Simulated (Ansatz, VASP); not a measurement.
## ReS in VASP and in Ansatz

Contents of INCAR:

```
ALGO = Normal
EDIFF = 1E-7
ENCUT = 520
GGA = PE
ISIF = 2
ISMEAR = 0
ISPIN = 2
LASPH = T
LCHARG = T
LELF = T
LMAXMIX = 4
LORBIT = 11
LREAL = F
LVHAR = T
LWAVE = F
MAGMOM = 0.05 0
NBANDS = 18
NELM = 150
PREC = Accurate
SIGMA = 0.05
```

KPOINTS

```
k-points
0
Gamma
  12 12 12
```

File POSCAR:

```
ReS
1.0
    0.0000000000      2.6183291373      2.6183291373
    2.6183291373      0.0000000000      2.6183291373
    2.6183291373      2.6183291373      0.0000000000
Re S
1 1
Direct
    0.0000000000      0.0000000000      0.0000000000
    0.2729153773      0.2270846227      0.2729153773
```

Input for Ansatz:

```yaml
crystal:
  lattice:
    - [0.0, 2.6183291373, 2.6183291373]
    - [2.6183291373, 0.0, 2.6183291373]
    - [2.6183291373, 2.6183291373, 0.0]
  atoms:
    - { symbol: Re, position: [0.0, 0.0, 0.0], spin: 0.05 }
    - { symbol: S, position: [0.2729153773, 0.2270846227, 0.2729153773] }
basis:
  ecutwfc: 420
  ecutrho_ratio: 4
kpoints:
  mp_grid: { grid: [12, 12, 12] }
hamiltonian:
  xc: pbe
scf:
  occupations: { method: gaussian, width: 0.05 }
  lower_state_search: "off"
output:
  forces: true
  stress: true
  eigenvalues: true
  populations: true
magnetization:
  spin_polarized: true
checkpoint:
  read: start.run
  write: ck
  compress: false
  write_wavefunctions: false
  write_every: 100000
```

Alike in both runs: task single point; functional PBE; k mesh 12 × 12 × 12; occupations gaussian, width 0.05 eV; collinear spin.

|  | VASP | Ansatz |
| --- | --- | --- |
| version | VASP 6.6.1 | Ansatz 0.2.0 |
| potentials or method | VASP PAW PBE potentials, release 64 (Re, S), cutoff 520 eV | scalar-relativistic, plane waves, PAW |
| valence electrons in the cell | 13 | 21 |

Ansatz gave:

```
gap on the k mesh at the Fermi level (eV)                     : none
pressure (GPa)                                                : 1.4
traceless stress, the component that is largest in VASP (GPa) : -10.26
rms of the force components (eV/Å)                            : 1.097
net moment per atom (μB)                                      : 0.00
```

What did VASP give for the same quantities?

gap on the k mesh at the Fermi level (eV): none; pressure (GPa): 2.8; traceless stress, the component that is largest in VASP (GPa): -10.83; rms of the force components (eV/Å): 1.144; net moment per atom (μB): 0.00.

Atom by atom the forces differ by 0.047 eV/Å (rms over components). A gap of «none» marks a metal or a gap that the smearing closes. VASP's potentials hold 13 valence electrons a cell and Ansatz's 21, so a difference there can come from the potentials and not from the codes. Ansatz's warnings: seeded moment not kept.

Spin-orbit coupling is off throughout.
